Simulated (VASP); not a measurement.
Here is a VASP 6.6.1 calculation.

The input INCAR:

```
PREC = Accurate
ENCUT = 500
EDIFF = 1E-6
ISMEAR = -1
SIGMA = 0.1
LREAL = False
LASPH = True
NELM = 120
ALGO = Normal
ISIF = 2
LWAVE = False
LCHARG = False
GGA = CA
NBANDS = 18
GGA_COMPAT = False
```

The input KPOINTS:

```
Automatic mesh
0
Gamma
  6 6 6
```

The input POSCAR:

```
RbGe
1.0
    3.9580785900      0.0000000000      0.0000000000
    0.0000000000      3.9580785900      0.0000000000
    0.0000000000      0.0000000000      3.9580785900
Rb Ge
1 1
Direct
    0.0000000000      0.0000000000      0.0000000000
    0.5000000000      0.5000000000      0.5000000000
```

Potentials or basis: VASP PAW LDA potentials, release 64 (Rb_sv, Ge_d).

The run is started by

```console
$ cat potpaw_LDA.64/Rb_sv/POTCAR potpaw_LDA.64/Ge_d/POTCAR > POTCAR
$ mpirun -np 1 vasp_std > vasp.out
```

Q: Predict the pressure.

A: -0.1 GPa.

Q: Predict the band gap on the k mesh.

A: Zero (an odd number of electrons rules out a gap without spin polarisation).

Caveat: an odd number of electrons without spin polarisation forces a metal; a magnetic or distorted state may lie lower.
